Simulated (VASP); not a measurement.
Cu5Si3: single point with PBE

Cu5Si3:

```xyz
16
Lattice="6.0333 -0.0687 0.0340 -0.0687 6.3114 -0.0708 0.0340 -0.0708 5.9927" Properties=species:S:1:pos:R:3 pbc="T T T"
Cu    3.1679    1.4158    3.1093
Cu    4.5225    3.4730    2.3739
Cu    4.1029    1.1741    5.2758
Cu    4.3050    5.8678    3.6728
Cu    0.2982    1.4554    3.2322
Cu    3.3077    3.4257    4.7027
Cu    2.1894    5.8043    4.4137
Cu    2.4106    2.1612    0.9031
Cu    1.1131    4.6483    0.3014
Cu    1.9855    6.2983    1.7594
Si    0.2248    4.1336    3.8098
Si    3.5795    5.1485    0.4699
Si    5.4609    3.0453    6.0251
Si    0.7074    0.8964    6.3128
Si    2.3225    3.9064    2.5673
Si    4.6821    1.0148    1.4825
```

- Program: VASP 6.6.1
- Task: single point
- Functional: PBE
- Potentials or basis: VASP PAW PBE potentials, release 64 (Cu, Si)
- Cutoff: 400 eV
- k mesh: 1 × 1 × 1, shifted
- Occupations: fermi-dirac, width 0.1336 eV
- Spin: no spin polarisation
- Dipole correction: no
- Mended: yes
- Further INCAR settings: LREAL = Auto; ALGO = Normal; EDIFF = 1e-06; NBANDS = 81; ISYM = -1

- Pressure: 2.0 GPa
- Largest force: 3.260 eV/Å

Forces on the atoms (eV/Å):
```
Cu  -0.292  2.269  0.965
Cu   0.815  0.112 -0.384
Cu   0.597  0.425  0.453
Cu   2.072 -2.138 -1.328
Cu  -0.234  0.154  0.248
Cu   0.039  0.492  0.310
Cu  -2.038 -0.020  0.411
Cu   0.880  1.774 -0.399
Cu   0.390 -0.272 -0.412
Cu  -0.581 -1.434  0.482
Si   0.247  0.244  0.712
Si   0.632 -1.465 -0.484
Si  -0.942  0.387 -0.347
Si  -0.415 -0.971 -1.596
Si  -1.368  0.739  0.270
Si   0.198 -0.297  1.099
```

Stress tensor (GPa, compression positive):
```
 3.70 -0.67 -2.18
-0.67 -1.60  0.95
-2.18  0.95  3.87
```

Levels at points of the mesh, in eV from the Fermi level:
```
           k point  band 65  band 66  band 67  band 68  band 69  band 70
(0.25, 0.25, 0.25)    -0.96    -0.75    -0.33     0.33     0.82     1.01
```

It took 38 s on 1 thread of Intel(R) Xeon(R) Platinum 8559C (Emerald Rapids), on a shared host, peak memory 0.23 GiB.

Caveat: the atoms stand as in a frame of molecular dynamics.
